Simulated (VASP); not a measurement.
# VSi (rocksalt type) (Fm-3m) in VASP: a series of runs

VSi (rocksalt type) is run at these levels: LDA; tasks: single point.

Everything below comes from runs of VASP 6.6.1. Logs are shortened: lines on timing, memory, paths and dates and some standing lists are left out, and cuts for length are marked.

## Step 1: The cell of the first run

Symmetry: Fm-3m, No. 225, cubic system. The conventional cell has a = 4.517 Å, b = 4.517 Å, c = 4.517 Å, α = 90.00°, β = 90.00°, γ = 90.00°. V (site symmetry m-3m) has 6 Si at 2.26 Å within 3.0 Å. Si (site symmetry m-3m) has 6 V at 2.26 Å within 3.0 Å.

## Step 2: Single point, LDA (volume scaled by 0.837, to set the pressure)

The input, INCAR:

```
SYSTEM = VSi
PREC = Accurate
ENCUT = 520
EDIFF = 1E-6
ISMEAR = -1
SIGMA = 0.1
LREAL = .FALSE.
LASPH = .TRUE.
NELM = 80
ALGO = Normal
ISIF = 2
LWAVE = .FALSE.
LCHARG = .FALSE.
GGA = CA
NBANDS = 16
```

The input, KPOINTS:

```
Automatic mesh
0
G
  14 14 14
  0 0 0
```

The input, POSCAR:

```
VSi
1.0
    0.0000000000      2.2586853212      2.2586853212
    2.2586853212      0.0000000000      2.2586853212
    2.2586853212      2.2586853212      0.0000000000
V Si
1 1
Direct
    0.0000000000      0.0000000000      0.0000000000
    0.5000000000      0.5000000000      0.5000000000
```

Potentials or basis: VASP PAW LDA potentials, release 64 (V_sv, Si).

Command:

```sh
> cat potpaw_LDA.64/V_sv/POTCAR potpaw_LDA.64/Si/POTCAR > POTCAR
> mpirun -np 1 vasp_std > vasp.out
```

OUTCAR:

```text
SYSTEM = VSi
   PREC = Accurate
   ENCUT = 520
   EDIFF = 1E-6
   ISMEAR = -1
   LREAL = .FALSE.
   LASPH = .TRUE.
   NELM = 80
   ISIF = 2
   GGA = CA

 ion  position               nearest neighbor table
   1  0.000  0.000  0.000-   2 2.26   2 2.26   2 2.26   2 2.26   2 2.26   2 2.26
   2  0.500  0.500  0.500-   1 2.26   1 2.26   1 2.26   1 2.26   1 2.26   1 2.26

  LATTYP: Found a face centered cubic cell.
 ALAT       =     4.5173706424

  Lattice vectors:

 A1 = (   0.0000000000,   2.2586853212,   2.2586853212)
 A2 = (   2.2586853212,   0.0000000000,   2.2586853212)
 A3 = (   2.2586853212,   2.2586853212,   0.0000000000)

Analysis of symmetry for initial positions (statically):
=====================================================================
 Subroutine PRICEL returns:
 Original cell was already a primitive cell.

 Routine SETGRP: Setting up the symmetry group for a
 face centered cubic supercell.

 Subroutine GETGRP returns: Found 48 space group operations
 (whereof 48 operations were pure point group operations)
 out of a pool of 48 trial point group operations.

The static configuration has the point symmetry O_h .

Analysis of symmetry for dynamics (positions and initial velocities):
=====================================================================
 Subroutine PRICEL returns:
 Original cell was already a primitive cell.

 Routine SETGRP: Setting up the symmetry group for a
 face centered cubic supercell.

 Subroutine GETGRP returns: Found 48 space group operations
 (whereof 48 operations were pure point group operations)
 out of a pool of 48 trial point group operations.

The dynamic configuration has the point symmetry O_h .

 Subroutine INISYM returns: Found 48 space group operations
 (whereof 48 operations are pure point group operations),
 and found     1 'primitive' translations

----------------------------------------------------------------------------------------

                                     Primitive cell

  volume of cell :      23.0461

  direct lattice vectors                    reciprocal lattice vectors
     0.000000000  2.258685321  2.258685321    -0.221367711  0.221367711  0.221367711
     2.258685321  0.000000000  2.258685321     0.221367711 -0.221367711  0.221367711
     2.258685321  2.258685321  0.000000000     0.221367711  0.221367711 -0.221367711

  length of vectors
     3.194263414  3.194263414  3.194263414     0.383420123  0.383420123  0.383420123

  position of ions in fractional coordinates (direct lattice)
     0.000000000  0.000000000  0.000000000
     0.500000000  0.500000000  0.500000000

  ion indices of the primitive-cell ions
   primitive index   ion index
                 1           1
                 2           2

----------------------------------------------------------------------------------------

 KPOINTS: Automatic mesh

Automatic generation of k-mesh.
 Grid dimensions read from file:
 generate k-points for:   14   14   14

 Generating k-lattice:

  Cartesian coordinates                     Fractional coordinates (reciprocal lattice)
    -0.015811979  0.015811979  0.015811979     0.071428571  0.000000000  0.000000000
     0.015811979 -0.015811979  0.015811979     0.000000000  0.071428571  0.000000000
     0.015811979  0.015811979 -0.015811979     0.000000000  0.000000000  0.071428571

  Length of vectors
     0.027387152  0.027387152  0.027387152

  Shift w.r.t. Gamma in fractional coordinates (k-lattice)
     0.000000000  0.000000000  0.000000000

 Subroutine IBZKPT returns following result:
 ===========================================

 Found    104 irreducible k-points:

 Following reciprocal coordinates:
            Coordinates               Weight
  0.000000  0.000000  0.000000      1.000000
  0.071429  0.000000  0.000000      8.000000
  0.142857  0.000000  0.000000      8.000000
  0.214286  0.000000  0.000000      8.000000
  0.285714  0.000000  0.000000      8.000000
  0.357143  0.000000  0.000000      8.000000
[... 16 lines left out ...]
  0.214286  0.142857  0.000000     24.000000
  0.285714  0.142857  0.000000     24.000000
 [... further k-points ...]
   k-points           NKPTS =    104   k-points in BZ     NKDIM =    104   number of bands    NBANDS=     16
   number of dos      NEDOS =    301   number of ions     NIONS =      2
   total plane-waves  NPLWV =  13824
   dimension x,y,z NGX =    24 NGY =   24 NGZ =   24
   dimension x,y,z NGXF=    48 NGYF=   48 NGZF=   48
   ions per type =               1   1
   NGX,Y,Z   is equivalent  to a cutoff of  12.49, 12.49, 12.49 a.u.
   NGXF,Y,Z  is equivalent  to a cutoff of  24.98, 24.98, 24.98 a.u.
 SYSTEM =  VSi
   PREC   = accura    normal or accurate (medium, high low for compatibility)
   ISTART =      0    job   : 0-new  1-cont  2-samecut
   ICHARG =      2    charge: 1-file 2-atom 10-const
   ISPIN  =      1    spin polarized calculation?
   LNONCOLLINEAR =      F non collinear calculations
   LSORBIT =      F    spin-orbit coupling
   LASPH  =      T    aspherical Exc in radial PAW
   ENCUT  =  520.0 eV  38.22 Ry    6.18 a.u.   5.94  5.94  5.94*2*pi/ulx,y,z
   NELM   =     80;   NELMIN=  2; NELMDL= -5     # of ELM steps
   EDIFF  = 0.1E-05   stopping-criterion for ELM
   LREAL  =      F    real-space projection
   EDIFFG = 0.1E-04   stopping-criterion for IOM
   NSW    =      0    number of steps for IOM
   IBRION =     -1    ionic relax: 0-MD 1-quasi-New 2-CG
   NFREE  =      0    steps in history (QN), initial steepest desc. (CG)
   ISIF   =      2    stress and relaxation
   ISYM   =      2    0-nonsym 1-usesym 2-fastsym
   POTIM  = 0.5000    time-step for ionic-motion
   TEBEG  =    0.0;   TEEND  =   0.0 temperature during run
   PSTRESS=    0.0 pullay stress
   NELECT =      17.0000    total number of electrons
   NUPDOWN=      -1.0000    fix difference up-down
   EMIN   =  10.00;   EMAX   =-10.00  energy-range for DOS
   EFERMI =   0.00;   METHOD = LEGACY
   ISMEAR =    -1;   SIGMA  =   0.10  broadening in eV -4-tet -1-fermi 0-gaus
   EFERMI_NEDOS =   21; number of points for ismear=-14 and -15
   IALGO  =     38    algorithm
   IMIX   =      4    mixing-type and parameters
     AMIX     =   0.40;   BMIX     =  1.00
     AMIX_MAG =   1.60;   BMIX_MAG =  1.00
  volume/ion in A,a.u.               =      11.52        77.76
  Fermi-wavevector in a.u.,A,eV,Ry     =   1.479195  2.795273 29.769787  2.188018
  Thomas-Fermi vector in A             =   2.593383
   LORBIT       =      0    0 simple, 1 ext, 2 COOP (PROOUT), +10 PAW based schemes
   GGA     = CA    functional components
   LHFCALC =     F    Hartree Fock is set to
   AEXX    =    0.0000 exact exchange contribution
   IVDW    =     0    specifies the selected vdW correction
   LEPSILON=     F    determine dielectric tensor
   LRPA    =     F    only Hartree local field effects (RPA)
 non-spin polarized calculation
  energy-cutoff  :      520.00
  volume of cell :       23.05
 maximum number of plane-waves:       636
   NGX = 11   NGY = 11   NGZ = 11

 number of electron      17.0000009 magnetization

 Free energy of the ion-electron system (eV)
  ---------------------------------------------------
  ext. energy  EPLUGINS =         0.00000000
  ---------------------------------------------------
  free energy    TOTEN  =       -15.53369859 eV

  energy without entropy =      -15.48959091  energy(sigma->0) =      -15.51164475

 E-fermi :  12.5026     XC(G=0): -13.0556

 val. band max:       12.4470847519   @ k =  -0.2857   0.1429   0.0000
 cond. band min:      12.5326639216   @ k =   0.3571   0.0714   0.0000
 fundamental gap:      0.0855791697
 Fermi energy:        12.5026321610

 k-point     1 :       0.0000    0.0000    0.0000
  band No.  band energies     occupation
      1     -50.7759      2.00000
      2     -25.0757      2.00000
      3     -25.0757      2.00000
      4     -25.0757      2.00000
      5      -0.0301      2.00000
      6      11.0338      2.00000
[... 8 lines left out ...]
     15      25.5531      0.00000
     16      25.5531      0.00000

 k-point     2 :       0.0714    0.0000    0.0000
  band No.  band energies     occupation
      1     -50.7745      2.00000
      2     -25.0875      2.00000
      3     -25.0773      2.00000
      4     -25.0773      2.00000
      5       0.0918      2.00000
      6      10.8612      2.00000
[... 8 lines left out ...]
     15      25.4775      0.00000
     16      25.4775      0.00000

 k-point     3 :       0.1429    0.0000    0.0000
  band No.  band energies     occupation
      1     -50.7707      2.00000
      2     -25.1202      2.00000
      3     -25.0817      2.00000
      4     -25.0817      2.00000
      5       0.4522      2.00000
      6      10.3637      2.00000
[... 8 lines left out ...]
     15      25.1695      0.00000
     16      25.1695      0.00000

 k-point     4 :       0.2143    0.0000    0.0000
  band No.  band energies     occupation
      1     -50.7651      2.00000
      2     -25.1672      2.00000
      3     -25.0880      2.00000
      4     -25.0880      2.00000
      5       1.0357      2.00000
      6       9.5919      2.00000
[... 8 lines left out ...]
     15      24.4746      0.00000
     16      24.4746      0.00000

 k-point     5 :       0.2857    0.0000    0.0000
  band No.  band energies     occupation
      1     -50.7589      2.00000
      2     -25.2189      2.00000
      3     -25.0951      2.00000
      4     -25.0951      2.00000
      5       1.8173      2.00000
      6       8.6113      2.00000
[... 8 lines left out ...]
     15      23.5084      0.00000
     16      23.5084      0.00000

 k-point     6 :       0.3571    0.0000    0.0000
  band No.  band energies     occupation
      1     -50.7534      2.00000
      2     -25.2651      2.00000
      3     -25.1014      2.00000
      4     -25.1014      2.00000
      5       2.7626      2.00000
      6       7.4946      2.00000
[... 8 lines left out ...]
     15      22.6347      0.00000
     16      22.6347      0.00000

 k-point     7 :       0.4286    0.0000    0.0000
  band No.  band energies     occupation
      1     -50.7495      2.00000
      2     -25.2969      2.00000
      3     -25.1058      2.00000
      4     -25.1058      2.00000
      5       3.8201      2.00000
      6       6.3227      2.00000
[... 8 lines left out ...]
     15      22.1858      0.00000
     16      22.1858      0.00000

 k-point     8 :       0.5000    0.0000    0.0000
  band No.  band energies     occupation
      1     -50.7481      2.00000
      2     -25.3081      2.00000
      3     -25.1073      2.00000
      4     -25.1073      2.00000
      5       4.6746      2.00000
      6       5.4282      2.00000
[... 8 lines left out ...]
     15      22.1083      0.00000
     16      22.1083      0.00000

 k-point     9 :       0.0714    0.0714    0.0000
  band No.  band energies     occupation
      1     -50.7741      2.00000
      2     -25.0874      2.00000
      3     -25.0798      2.00000
      4     -25.0798      2.00000
      5       0.1317      2.00000
      6      10.8895      2.00000
[... 8 lines left out ...]
     15      25.3506      0.00000
     16      25.3506      0.00000
[... 172 lines left out ...]
 k-point    19 :      -0.2143    0.0714    0.0000
  band No.  band energies     occupation
      1     -50.7622      2.00000
      2     -25.1859      2.00000
      3     -25.1007      2.00000
      4     -25.0880      2.00000
      5       1.3716      2.00000
      6       9.2870      2.00000
[... 8 lines left out ...]
     15      23.6666      0.00000
     16      24.2077      0.00000

 k-point    20 :      -0.1429    0.0714    0.0000
  band No.  band energies     occupation
      1     -50.7679      2.00000
      2     -25.1390      2.00000
      3     -25.0923      2.00000
      4     -25.0818      2.00000
      5       0.7254      2.00000
      6      10.1160      2.00000
[... 8 lines left out ...]
     15      24.1951      0.00000
     16      25.2690      0.00000

 k-point    21 :      -0.0714    0.0714    0.0000
  band No.  band energies     occupation
      1     -50.7723      2.00000
      2     -25.1037      2.00000
      3     -25.0840      2.00000
      4     -25.0780      2.00000
      5       0.2925      2.00000
      6      10.6464      2.00000
[... 8 lines left out ...]
     15      24.9110      0.00000
     16      25.5221      0.00000

 k-point    22 :       0.1429    0.1429    0.0000
  band No.  band energies     occupation
      1     -50.7690      2.00000
      2     -25.1191      2.00000
      3     -25.0912      2.00000
      4     -25.0912      2.00000
      5       0.6023      2.00000
      6      10.4324      2.00000
[... 8 lines left out ...]
     15      25.0694      0.00000
     16      25.0694      0.00000

 k-point    23 :       0.2143    0.1429    0.0000
  band No.  band energies     occupation
      1     -50.7649      2.00000
      2     -25.1493      2.00000
      3     -25.0989      2.00000
      4     -25.0971      2.00000
      5       1.0180      2.00000
      6       9.8728      2.00000
[... 8 lines left out ...]
     15      24.0075      0.00000
     16      24.9742      0.00000

 k-point    24 :       0.2857    0.1429    0.0000
  band No.  band energies     occupation
      1     -50.7595      2.00000
      2     -25.1910      2.00000
      3     -25.1067      2.00000
      4     -25.1043      2.00000
      5       1.6384      2.00000
      6       9.1430      2.00000
[... 8 lines left out ...]
     15      22.6746      0.00000
     16      24.7877      0.00000

 [... further k-points ...]

------------------------ aborting loop because EDIFF is reached ----------------------------------------

  FORCE on cell =-STRESS in cart. coord.  units (eV):
  Direction    XX          YY          ZZ          XY          YZ          ZX
  --------------------------------------------------------------------------------------
  -------------------------------------------------------------------------------------
  Total        5.7198979      5.7198979      5.7198979     -0.0000000      0.0000000     -0.0000000
  in kB      397.6506320    397.6506320    397.6506320     -0.0000000      0.0000000     -0.0000000
  external PRESSURE =     397.6506320 kB  Pullay stress =       0.0000000 kB

 VOLUME and BASIS-vectors are now :
 -----------------------------------------------------------------------------
  energy-cutoff  :      520.00
  volume of cell :       23.05
      direct lattice vectors                 reciprocal lattice vectors
     0.000000000  2.258685321  2.258685321    -0.221367711  0.221367711  0.221367711
     2.258685321  0.000000000  2.258685321     0.221367711 -0.221367711  0.221367711
     2.258685321  2.258685321  0.000000000     0.221367711  0.221367711 -0.221367711

 POSITION                                       TOTAL-FORCE (eV/Angst)
 -----------------------------------------------------------------------------------
      0.00000      0.00000      0.00000        -0.000000     -0.000000      0.000000
      2.25869      2.25869      2.25869         0.000000      0.000000     -0.000000
 -----------------------------------------------------------------------------------
    total drift:                                0.000000     -0.000000     -0.000000

  FREE ENERGIE OF THE ION-ELECTRON SYSTEM (eV)
  ---------------------------------------------------
  free  energy   TOTEN  =       -15.5336985890 eV

  energy  without entropy=      -15.4895909080  energy(sigma->0) =      -15.51164475
```

It took 15 s on 1 thread of AMD EPYC 9R45 (Zen 5), shared host; peak memory 0.12 GiB.

What came out:

* Free energy: -15.5337 eV
* Pressure: 39.8 GPa

Caveat: the cell differs from its parent crystal (volume scaled by 0.837, to set the pressure).

## Step 3: Single point, LDA

The input, INCAR:

```
PREC = Accurate
ENCUT = 520
EDIFF = 1E-6
ISMEAR = -1
SIGMA = 0.1
LREAL = F
LASPH = T
NELM = 80
ALGO = Normal
ISIF = 2
LWAVE = F
LCHARG = F
GGA = CA
NBANDS = 16
```

The input, KPOINTS:

```
Automatic mesh
0
Gamma
  14 14 14
```

The input, POSCAR:

```
VSi
1.0
    0.0000000000      2.2588840967      2.2588840967
    2.2588840967      0.0000000000      2.2588840967
    2.2588840967      2.2588840967      0.0000000000
V Si
1 1
Direct
    0.0000000000      0.0000000000      0.0000000000
    0.5000000000      0.5000000000      0.5000000000
```

Potentials or basis: VASP PAW LDA potentials, release 64 (V_sv, Si).

Command:

```sh
> cat potpaw_LDA.64/V_sv/POTCAR potpaw_LDA.64/Si/POTCAR > POTCAR
> mpirun -np 1 vasp_std > vasp.out
```

Run time: 17 s. Hardware: 1 thread of AMD EPYC 9R45 (Zen 5), shared host; peak memory 0.12 GiB.

The run converged. Its results:

* Free energy: -15.5352 eV
* Pressure: 39.7 GPa

Levels at points of the mesh, in eV from the Fermi level:
```csv
k point,band 4,band 5,band 6,band 7,band 8,band 9,band 10,band 11,band 12,band 13
"(0.00, 0.00, 0.00)",-37.58,-12.53,-1.47,-1.47,-1.47,-0.88,-0.88,4.73,4.73,4.73
"(0.50, 0.00, 0.00)",-37.61,-7.83,-7.07,-3.08,-3.08,0.98,0.98,2.36,6.39,7.97
"(0.50, 0.50, 0.00)",-37.66,-8.47,-4.82,-3.74,0.13,0.55,0.55,1.49,1.49,3.11
```
